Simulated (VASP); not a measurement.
Set up this calculation in VASP 6.6.1, as the native input.

```yaml
Task: single point
Functional: PBE
Potentials_or_basis: VASP PAW PBE potentials, release 64 (Sn_d, O)
Cutoff: 520 eV
k_mesh: 30 × 30 × 30
Occupations: fermi-dirac, width 0.0612256 eV
Spin: no spin polarisation
Dipole_correction: no
Further_INCAR_settings: ALGO = Normal; EDIFF = 1e-07; NBANDS = 24
```

The structure of Sn2O (antifluorite type) lies in POSCAR:

```
Sn2O
1.0
    0.0000000000      3.1229628115      3.1229628115
    3.1229628115      0.0000000000      3.1229628115
    3.1229628115      3.1229628115      0.0000000000
Sn O
2 1
Direct
    0.2500000000      0.2500000000      0.2500000000
    0.7500000000      0.7500000000      0.7500000000
    0.0000000000      0.0000000000      0.0000000000
```

The input as run:

INCAR

```
PREC = Accurate ; ENCUT = 520
EDIFF = 1E-7 ; ISMEAR = -1
SIGMA = 0.06122561905347299 ; LREAL = False
LASPH = True ; NELM = 80
ALGO = Normal ; ISIF = 2
LWAVE = False ; LCHARG = True
GGA = PE ; LELF = True
LVHAR = True ; NBANDS = 24
```

KPOINTS

```
Automatic mesh
0
Gamma
  30 30 30
```

Potentials or basis: VASP PAW PBE potentials, release 64 (Sn_d, O).

Command:

```sh
$ cat potpaw_PBE.64/Sn_d/POTCAR potpaw_PBE.64/O/POTCAR > POTCAR
$ mpirun -np 1 vasp_std > vasp.out
```

Results of the run:

```yaml
Pressure: 2.8 GPa
Band_gap_on_the_k_mesh: zero (bands 17 and 18 overlap by 1.37 eV)
```

Caveat: spin-orbit coupling is left out, which moves the levels of the heavy elements.

Wall time 33 min on 1 thread of Oxide Virtual Turin-like Processor, with other jobs on the host, peak memory 0.91 GiB.
